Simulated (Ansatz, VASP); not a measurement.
MgS in VASP and in Ansatz

POSCAR

```
MgS
1.0
    2.5145486802      2.5145486802      0.0000000000
   -2.5145486802      2.5145486802      0.0000000000
    0.0000000000      2.5145486802      2.5145486802
Mg S
1 1
Direct
    0.0000000000      0.0000000000      0.0000000000
    0.5000000000      0.5000000000      0.0000000000
```

INCAR.step1

```
  PREC = Accurate
  ENCUT = 520
  ISMEAR = 0
  SIGMA = 0.01
  LREAL = False
  LASPH = True
  NELM = 100
  NBANDS = 11
  GGA = PE
  ALGO = Normal
  EDIFF = 1E-4
  LWAVE = True
  LCHARG = False
```

File INCAR.step2:

```
  PREC = Accurate
  ENCUT = 520
  EDIFF = 1E-7
  ISMEAR = 0
  SIGMA = 0.01
  LREAL = False
  LASPH = True
  NELM = 100
  ALGO = Normal
  ISIF = 2
  LWAVE = False
  LCHARG = False
  METAGGA = R2SCAN
  LMIXTAU = True
  NBANDS = 11
  ISTART = 1
```

File KPOINTS:

```
Automatic mesh
0
Gamma
  8 8 8
```

Input for Ansatz:

```yaml
crystal:
  lattice:
    - [2.51454868015, 2.51454868015, 0.0]
    - [-2.51454868015, 2.51454868015, 0.0]
    - [0.0, 2.51454868015, 2.51454868015]
  atoms:
    - { symbol: Mg, position: [0.0, 0.0, 0.0] }
    - { symbol: S, position: [0.5, 0.5, 0.0] }
kpoints:
  mp_grid: { grid: [8, 8, 8] }
scf:
  occupations: { method: fixed }
  convergence: { dr2_threshold: 1.0e-10 }
hamiltonian:
  xc: r2scan
  pseudopotentials: { kind: paw }
output:
  forces: true
  stress: true
  eigenstates:
    kpoints:
      - [0.0, 0.0, 0.0]
      - [-0.5, 0.5, 0.0]
      - [-0.5, -0.5, -0.5]
      - [0.0, 0.0, -0.5]
      - [0.0, -0.5, -0.5]
      - [0.0, 0.5, 0.0]
      - [-0.5, 0.0, 0.0]
      - [-0.5, 0.0, -0.5]
  eigenvalues: true
```

Alike in both runs: task single point; functional r2SCAN; k mesh 8 × 8 × 8; no spin polarisation.

|  | VASP | Ansatz |
| --- | --- | --- |
| version | VASP 6.6.1 | Ansatz 0.2.0 |
| potentials or method | VASP PAW PBE potentials, release 64 (Mg, S) | PAW with Ansatz's default frozen-core files, scalar-relativistic |
| plane-wave cutoff (eV) | 520 | 500 |
| occupations | gaussian, width 0.01 eV | fixed |
| valence electrons in the cell | 8 | 16 |

Ansatz gave:

```
gap on the k mesh at the Fermi level (eV) : 3.67
pressure (GPa)                            : 10.0
```

Question: Which values does VASP return?

Answer: gap on the k mesh at the Fermi level (eV): 3.65; pressure (GPa): 9.5.

VASP's potentials were made for PBE, not for r2SCAN. VASP's potentials hold 8 valence electrons a cell and Ansatz's 16, so a difference there can come from the potentials and not from the codes.
